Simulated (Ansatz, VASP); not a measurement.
One calculation of Pb, two programs

```
Pb
1.0
     3.50397    0.00000    0.00000
    -1.75198    3.03453    0.00000
     0.00000    0.00000    5.79575
Pb
2
Cartesian
  0.0000 2.0230 1.4489
  1.7520 1.0115 4.3468
```

Alike in both runs: functional r2SCAN; k mesh 11 × 11 × 6; occupations fermi-dirac, width 0.05 eV; no spin polarisation.

Ansatz relaxed the structure, and its values are those at the end. VASP's run is a single point on that final structure, the one shown.

|  | VASP | Ansatz |
| --- | --- | --- |
| version | VASP 6.6.1 | Ansatz 0.2.0 |
| potentials or method | VASP PAW PBE potentials, release 64 (Pb_d) | PAW with Ansatz's default frozen-core files, scalar-relativistic |
| plane-wave cutoff (eV) | 520 | 500 |
| valence electrons in the cell | 28 | 28 |

|  | VASP | Ansatz | Ansatz less VASP |
| --- | --- | --- | --- |
| pressure (GPa) | 0.0 | 0.0 | +0.01 |

VASP's potentials were made for PBE, not for r2SCAN.

Spin-orbit coupling is off throughout.
